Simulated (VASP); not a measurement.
Runs of VASP 6.6.1 on TiB2. The structure is that of space group P6/mmm (No. 191), or close to it. The cells are those of the table. 

```tsv
task	level	potentials or basis	cell	k mesh	cutoff (eV)	gap on the mesh (eV)	pressure (GPa)
single point	r2SCAN	VASP PAW PBE potentials, release 64 (Ti_sv, B)	a = 3.045, b = 3.045, c = 3.246 Å, angles 90.0, 90.0, 120.0°, 3 atoms	13 × 13 × 10	550	none	-4.3
relaxation of the atoms	r2SCAN	VASP PAW PBE potentials, release 64 (Ti_sv, B)	atoms relaxed from a = 3.065, b = 3.065, c = 3.267 Å, angles 90.0, 90.0, 120.0°, 3 atoms	13 × 13 × 10	500	none	-8.9
single point	r2SCAN	VASP PAW PBE potentials, release 64 (Ti_sv, B)	a = 2.963, b = 2.963, c = 3.159 Å, angles 90.0, 90.0, 120.0°, 3 atoms	13 × 13 × 10	550	none	19.2
single point	PBEsol	VASP PAW PBE potentials, release 64 (Ti_sv, B)	a = 3.017, b = 3.017, c = 3.185 Å, angles 90.0, 90.0, 120.0°, 3 atoms	12 × 12 × 10	500	none	0.4
relaxation of the atoms	r2SCAN	VASP PAW PBE potentials, release 64 (Ti_sv, B)	atoms relaxed from a = 2.963, b = 2.963, c = 3.159 Å, angles 90.0, 90.0, 120.0°, 3 atoms	13 × 13 × 10	500	none	19.1
single point	r2SCAN	VASP PAW PBE potentials, release 64 (Ti_sv, B)	a = 3.005, b = 3.005, c = 3.203 Å, angles 90.0, 90.0, 120.0°, 3 atoms	13 × 13 × 10	550	none	6.3
relaxation of the atoms	r2SCAN	VASP PAW PBE potentials, release 64 (Ti_sv, B)	atoms relaxed from a = 3.045, b = 3.045, c = 3.246 Å, angles 90.0, 90.0, 120.0°, 3 atoms	13 × 13 × 10	500	none	-4.3
single point	r2SCAN	VASP PAW PBE potentials, release 64 (Ti_sv, B)	a = 2.984, b = 2.984, c = 3.181 Å, angles 90.0, 90.0, 120.0°, 3 atoms	13 × 13 × 10	550	none	12.4
single point	r2SCAN	VASP PAW PBE potentials, release 64 (Ti_sv, B)	a = 3.025, b = 3.025, c = 3.224 Å, angles 90.0, 90.0, 120.0°, 3 atoms	13 × 13 × 10	550	none	0.7
single point	LDA	VASP PAW LDA potentials, release 64 (Ti_sv, B)	a = 2.994, b = 2.994, c = 3.160 Å, angles 90.0, 90.0, 120.0°, 3 atoms	12 × 12 × 10	500	none	(a)
relaxation of the atoms	r2SCAN	VASP PAW PBE potentials, release 64 (Ti_sv, B)	atoms relaxed from a = 3.025, b = 3.025, c = 3.224 Å, angles 90.0, 90.0, 120.0°, 3 atoms	13 × 13 × 10	500	none	0.7
single point	PBE	VASP PAW PBE potentials, release 64 (Ti_sv, B)	a = 3.032, b = 3.032, c = 3.224 Å, angles 90.0, 90.0, 120.0°, 3 atoms	12 × 12 × 10	500	none	(b)
```

Alike in all rows: no spin polarisation; smearing fermi-dirac 0.1 eV.

Problem. Fill in the values left out.

Solution. (a) 0.6; (b) 0.3.

Caveats: the PAW data sets were made with another functional, which shifts forces and pressure a little (at least some runs); the relaxation stopped at its first step, so nothing moved (at least some runs); the cell stands under pressure (at least some runs); the cell stands under tension (at least some runs).

A gap of «none» marks levels without a gap at the run's occupations.
